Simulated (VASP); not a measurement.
# Bi2Te3 (R-3m) in VASP: notebook, part 2 of 2

VASP 6.6.1.

## Step 5: Single point, PBE

File INCAR:

```
SYSTEM = Bi2Te3
PREC = Accurate
ENCUT = 520
EDIFF = 1E-6
ISMEAR = -1
SIGMA = 0.05
LREAL = .False.
LASPH = .True.
NELM = 80
ALGO = Normal
ISIF = 2
LWAVE = .False.
LCHARG = .False.
GGA = PE
NBANDS = 32
```

File KPOINTS:

```
regular mesh
0
Gamma
  7 7 7
  0 0 0
```

File POSCAR:

```
Bi2Te3
1.0
    2.2244070167      1.2842619899     10.6497372802
   -2.2244070167      1.2842619899     10.6497372802
    0.0000000000     -2.5685239798     10.6497372802
Bi Te
2 3
Direct
    0.6024030216      0.6024030216      0.6024030216
    0.3975969784      0.3975969784      0.3975969784
    0.7847693877      0.7847693877      0.7847693877
    0.2152306123      0.2152306123      0.2152306123
    0.0000000000      0.0000000000      0.0000000000
```

The run is started by

```console
> cat potpaw_PBE.64/Bi_d/POTCAR potpaw_PBE.64/Te/POTCAR > POTCAR
> mpirun -np 1 vasp_std > vasp.out
```

Wall time 19 min (1 thread of Intel Xeon 6975P-C (Granite Rapids), shared host); peak memory 1.2 GiB.

It converged, with:

| Property | Result |
| --- | --- |
| Free energy | -18.4000 eV |
| Pressure | 0.0 GPa |
| Largest force | 0.012 eV/Å |
| Band gap on the k mesh | 0.50 eV |

Forces on the atoms (eV/Å):
```
Bi   0.000  0.000  0.012
Bi   0.000  0.000 -0.012
Te   0.000  0.000  0.012
Te   0.000  0.000 -0.012
Te   0.000  0.000  0.000
```

Levels at points of the mesh, in eV from the valence-band top:
```tsv
k point	band 20	band 21	band 22	band 23	band 24	band 25	band 26	band 27	band 28	band 29
(0.00, 0.00, 0.00)	-1.31	-1.31	-0.62	-0.62	0.00	0.50	1.07	1.07	2.04	2.25
```

Caveat: spin-orbit coupling is left out, which moves the levels of the heavy elements.

## Step 6: Single point, LDA (33.19 Å³/atom)

This run uses another cell than the first one, of 33.19 Å³/atom.

File INCAR:

```
PREC = Accurate
ENCUT = 520
EDIFF = 1E-7
ISMEAR = -1
SIGMA = 0.05
LREAL = F
LASPH = T
NELM = 60
ALGO = Normal
ISIF = 2
LWAVE = F
LCHARG = F
GGA = CA
NBANDS = 32
```

File KPOINTS:

```
Automatic mesh
0
Gamma
  7 7 7
```

File POSCAR:

```
Bi2Te3
1.0
    2.1782814357      1.2576313732     10.0974386602
   -2.1782814357      1.2576313732     10.0974386602
    0.0000000000     -2.5152627466     10.0974386602
Bi Te
2 3
Direct
    0.6000000000      0.6000000000      0.6000000000
    0.4000000000      0.4000000000      0.4000000000
    0.7905000000      0.7905000000      0.7905000000
    0.2095000000      0.2095000000      0.2095000000
    0.0000000000      0.0000000000      0.0000000000
```

Potentials or basis: VASP PAW LDA potentials, release 64 (Bi_d, Te).

The run is started by

```console
> cat potpaw_LDA.64/Bi_d/POTCAR potpaw_LDA.64/Te/POTCAR > POTCAR
> mpirun -np 1 vasp_std > vasp.out
```

OUTCAR:

```text
PREC = Accurate
   ENCUT = 520
   EDIFF = 1E-7
   ISMEAR = -1
   LREAL = F
   LASPH = T
   NELM = 60
   ISIF = 2
   GGA = CA

 ion  position               nearest neighbor table
   1  0.600  0.600  0.600-   4 3.05   4 3.05   4 3.05   5 3.23   5 3.23   5 3.23
   2  0.400  0.400  0.400-   3 3.05   3 3.05   3 3.05   5 3.23   5 3.23   5 3.23
   3  0.791  0.791  0.791-   2 3.05   2 3.05   2 3.05   4 3.61   4 3.61   4 3.61
   4  0.209  0.209  0.209-   1 3.05   1 3.05   1 3.05   3 3.61   3 3.61   3 3.61
   5  0.000  0.000  0.000-   1 3.23   2 3.23   1 3.23   1 3.23   2 3.23   2 3.23

  LATTYP: Found a trigonal (rhomboedric) cell.
 ALAT       =    10.4059989516
 COS(alpha) =     0.9123624111

  Lattice vectors:

 A1 = (   2.1782814357,   1.2576313732,  10.0974386602)
 A2 = (  -2.1782814357,   1.2576313732,  10.0974386602)
 A3 = (   0.0000000000,  -2.5152627466,  10.0974386602)

Analysis of symmetry for initial positions (statically):
=====================================================================
 Subroutine PRICEL returns:
 Original cell was already a primitive cell.
[... 171 lines left out ...]
  ---------------------------------------------------
  free energy    TOTEN  =       -21.60094764 eV

  energy without entropy =      -21.60063531  energy(sigma->0) =      -21.60079148

 E-fermi :   6.4013     XC(G=0):  -9.6683

 val. band max:        6.3067921277   @ k =   0.0000   0.0000   0.0000
 cond. band min:       6.4912437397   @ k =   0.0000   0.0000   0.0000
 fundamental gap:      0.1844516120
 Fermi energy:         6.4012534969

 k-point     1 :       0.0000    0.0000    0.0000
  band No.  band energies     occupation
      1     -16.8730      2.00000
      2     -16.8730      2.00000
      3     -16.8713      2.00000
      4     -16.8713      2.00000
      5     -16.8587      2.00000
      6     -16.8573      2.00000
[... 829 lines left out ...]
     31      10.6225      0.00000
     32      10.6806      0.00000

 [... further k-points ...]
[... 5 lines left out ...]
  --------------------------------------------------------------------------------------
  -------------------------------------------------------------------------------------
  Total       -0.5013731     -0.5013731     -0.9096780      0.0000000      0.0000000      0.0000000
  in kB       -4.8399604     -4.8399604     -8.7814951      0.0000000      0.0000000      0.0000000
  external PRESSURE =      -6.1538053 kB  Pullay stress =       0.0000000 kB

 VOLUME and BASIS-vectors are now :
 -----------------------------------------------------------------------------
  energy-cutoff  :      520.00
  volume of cell :      165.97
      direct lattice vectors                 reciprocal lattice vectors
     2.178281436  1.257631373 10.097438660     0.229538751  0.132524260  0.033011672
    -2.178281436  1.257631373 10.097438660    -0.229538751  0.132524260  0.033011672
     0.000000000 -2.515262747 10.097438660     0.000000000 -0.265048519  0.033011672

 POSITION                                       TOTAL-FORCE (eV/Angst)
 -----------------------------------------------------------------------------------
      0.00000     -0.00000     18.17539         0.000000      0.000000     -0.008353
      0.00000     -0.00000     12.11693         0.000000     -0.000000      0.008353
      0.00000     -0.00000     23.94608         0.000000      0.000000     -0.031167
      0.00000     -0.00000      6.34624         0.000000     -0.000000      0.031167
      0.00000      0.00000      0.00000         0.000000     -0.000000      0.000000
 -----------------------------------------------------------------------------------
    total drift:                               -0.000000     -0.000000     -0.000000

  FREE ENERGIE OF THE ION-ELECTRON SYSTEM (eV)
  ---------------------------------------------------
  free  energy   TOTEN  =       -21.6009476391 eV

  energy  without entropy=      -21.6006353148  energy(sigma->0) =      -21.60079148
```

OSZICAR:

```text
N       E                     dE             d eps       ncg     rms          rms(c)
DAV:   1     0.435896848258E+03    0.43590E+03   -0.21694E+04  2816   0.146E+03
DAV:   2     0.254394465609E+02   -0.41046E+03   -0.39438E+03  2904   0.378E+02
DAV:   3    -0.198623130395E+02   -0.45302E+02   -0.43337E+02  3680   0.138E+02
DAV:   4    -0.217945771972E+02   -0.19323E+01   -0.19247E+01  3144   0.302E+01
DAV:   5    -0.218876557595E+02   -0.93079E-01   -0.93069E-01  4120   0.666E+00    0.794E+00
DAV:   6    -0.216106287957E+02    0.27703E+00   -0.31621E-01  3824   0.445E+00    0.570E+00
DAV:   7    -0.216043482084E+02    0.62806E-02   -0.18501E-01  3600   0.194E+00    0.103E+00
DAV:   8    -0.216015696957E+02    0.27785E-02   -0.26409E-02  3200   0.970E-01    0.479E-01
DAV:   9    -0.216009277836E+02    0.64191E-03   -0.31369E-03  3504   0.363E-01    0.300E-01
DAV:  10    -0.216009516893E+02   -0.23906E-04   -0.79905E-04  3104   0.140E-01    0.606E-02
DAV:  11    -0.216009449261E+02    0.67631E-05   -0.47481E-05  3496   0.466E-02    0.287E-02
DAV:  12    -0.216009479671E+02   -0.30410E-05   -0.23023E-05  3768   0.197E-02    0.188E-02
DAV:  13    -0.216009476674E+02    0.29968E-06   -0.15024E-06  2880   0.727E-03    0.495E-03
DAV:  14    -0.216009476391E+02    0.28359E-07   -0.55629E-07  2952   0.382E-03
   1 F= -.21600948E+02 E0= -.21600791E+02  d E =-.312324E-03
```

stdout:

```text
POSCAR found type information on POSCAR BiTe
 POSCAR found :  2 types and       5 ions
 scaLAPACK will be used
 LDA part: xc-table for (Slater(with rela. corr.)+CA(PZ))
 , standard interpolation
 POSCAR, INCAR and KPOINTS ok, starting setup
 FFT: planning ... GRIDC
 FFT: planning ... GRID_SOFT
 FFT: planning ... GRID
 WAVECAR not read
 entering main loop
```

Wall time 12 min (1 thread of AMD EPYC 9R45 (Zen 5), shared host); peak memory 0.73 GiB.

What came out:

```yaml
Free_energy: -21.6009 eV
Pressure: -0.6 GPa
Largest_force: 0.031 eV/Å
Band_gap_on_the_k_mesh: 0.18 eV
```

Forces in eV/Å, atoms in the order of the input:
```
Bi   0.000  0.000 -0.008
Bi   0.000  0.000  0.008
Te   0.000  0.000 -0.031
Te   0.000  0.000  0.031
Te   0.000  0.000  0.000
```

Levels at points of the mesh, in eV from the valence-band top:
| k point | band 20 | band 21 | band 22 | band 23 | band 24 | band 25 | band 26 | band 27 | band 28 | band 29 |
| --- | --- | --- | --- | --- | --- | --- | --- | --- | --- | --- |
| (0.00, 0.00, 0.00) | -1.77 | -1.77 | -0.90 | -0.90 | 0.00 | 0.18 | 0.57 | 0.57 | 1.90 | 2.07 |

Caveat: spin-orbit coupling is left out, which moves the levels of the heavy elements. A k mesh can miss the band edges.

## Step 7: The runs side by side

```tsv
level	potentials or basis	cell	gap on the mesh (eV)	pressure (GPa)	largest force (eV/Å)
PBE	VASP PAW PBE potentials, release 64 (Bi_d, Te)	a = 10.937 Å, angles 23.5°, 5 atoms, atomic positions A	0.48	0.0	0.01
PBE	VASP PAW PBE potentials, release 64 (Bi_d, Te)	a = 10.954 Å, angles 23.4°, 5 atoms, atomic positions B	0.49	0.0	0.01
PBE	VASP PAW PBE potentials, release 64 (Bi_d, Te)	a = 10.951 Å, angles 23.4°, 5 atoms, atomic positions C	0.49	0.0	0.01
PBE	VASP PAW PBE potentials, release 64 (Bi_d, Te)	a = 10.955 Å, angles 23.4°, 5 atoms, atomic positions D	0.50	0.0	0.01
LDA	VASP PAW LDA potentials, release 64 (Bi_d, Te)	a = 10.406 Å, angles 24.2°, 5 atoms, atomic positions E	0.18	-0.6	0.03
```

Alike in all rows: task single point; no spin polarisation; k mesh 7 × 7 × 7; cutoff (eV) 520; smearing fermi-dirac 0.05 eV.

Caveats: spin-orbit coupling is left out, which moves the levels of the heavy elements.

Absolute energies hang on the potentials; compare differences alone.

## Step 8: Against experiment

Step 2. Measured gap of Bi2Te3: 0.17 eV (quoted in “Vacancy and Antisite-Induced Ferromagnetism in Liquid-Phase Exfoliated Bi2Te3”, 2024, arxiv:2412.10539). This calculation gives 0.48 eV (+0.31 eV). Spin-orbit coupling on Bi, Te is left out. The value is that of PBE on a finite k mesh, which can miss the band edges, without temperature or zero-point motion.

Step 3. Against the measured gap of Bi2Te3, 0.17 eV (quoted in “Vacancy and Antisite-Induced Ferromagnetism in Liquid-Phase Exfoliated Bi2Te3”, 2024, arxiv:2412.10539), the calculated 0.49 eV is off by +0.32 eV. Spin-orbit coupling on Bi, Te is left out. The value is that of PBE on a finite k mesh, which can miss the band edges, without temperature or zero-point motion.

Step 4. Against the measured gap of Bi2Te3, 0.17 eV (quoted in “Vacancy and Antisite-Induced Ferromagnetism in Liquid-Phase Exfoliated Bi2Te3”, 2024, arxiv:2412.10539), the calculated 0.49 eV is off by +0.32 eV. Spin-orbit coupling on Bi, Te is left out. The value is that of PBE on a finite k mesh, which can miss the band edges, without temperature or zero-point motion.

Step 5. Against the measured gap of Bi2Te3, 0.17 eV (quoted in “Vacancy and Antisite-Induced Ferromagnetism in Liquid-Phase Exfoliated Bi2Te3”, 2024, arxiv:2412.10539), the calculated 0.50 eV is off by +0.33 eV. Spin-orbit coupling on Bi, Te is left out. The value is that of PBE on a finite k mesh, which can miss the band edges, without temperature or zero-point motion.
